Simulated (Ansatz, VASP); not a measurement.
**Two plane-wave programs on Ca**

File INCAR:

```
PREC = Accurate
ENCUT = 520
EDIFF = 1E-6
ISMEAR = 0
SIGMA = 0.15
LREAL = False
LASPH = True
NELM = 80
ALGO = Normal
ISIF = 2
LWAVE = False
LCHARG = True
GGA = PS
LELF = True
LVHAR = True
NBANDS = 11
```

The input KPOINTS:

```
regular mesh
0
Gamma
  14 14 14
```

The input POSCAR:

```
Ca
1.0
    0.0000000000      2.7103740000      2.7942000000
    2.7103740000      0.0000000000      2.7942000000
    2.7103740000      2.7103740000      0.0000000000
Ca
1
Direct
    0.0000000000      0.0000000000      0.0000000000
```

Input for Ansatz:

```yaml
crystal:
  lattice:
    - [0.0, 2.710374, 2.7942]
    - [2.710374, 0.0, 2.7942]
    - [2.710374, 2.710374, 0.0]
  atoms:
    - { symbol: Ca, position: [0.0, 0.0, 0.0] }
basis:
  ecutwfc: 420
kpoints:
  mp_grid: { grid: [14, 14, 14] }
hamiltonian:
  xc: pbesol
scf:
  occupations: { method: gaussian, width: 0.15 }
output:
  forces: true
  stress: true
  eigenvalues: true
```

Change from the starting cell: strain -0.030 along x and y, +0.000 along z, atoms carried along.

Alike in both runs: task single point; functional PBEsol; k mesh 14 × 14 × 14; occupations gaussian, width 0.15 eV; no spin polarisation.

```csv
,VASP,Ansatz
version,VASP 6.6.1,Ansatz 0.2.0
potentials or method,"VASP PAW PBE potentials, release 64 (Ca_sv), cutoff 520 eV","scalar-relativistic, plane waves, PAW"
valence electrons in the cell,10,10
```

```csv
,VASP,Ansatz,Ansatz less VASP
gap on the k mesh at the Fermi level (eV),none,none,-
pressure (GPa),-0.2,-0.2,+0.01
"traceless stress, the component that is largest in VASP (GPa)",-0.19,-0.19,0.000
```

VASP's potentials were made for PBE, not for PBEsol. A gap of «none» marks a metal or a gap that the smearing closes. The functional is the same, so the differences come from potentials, cutoffs and numerics.
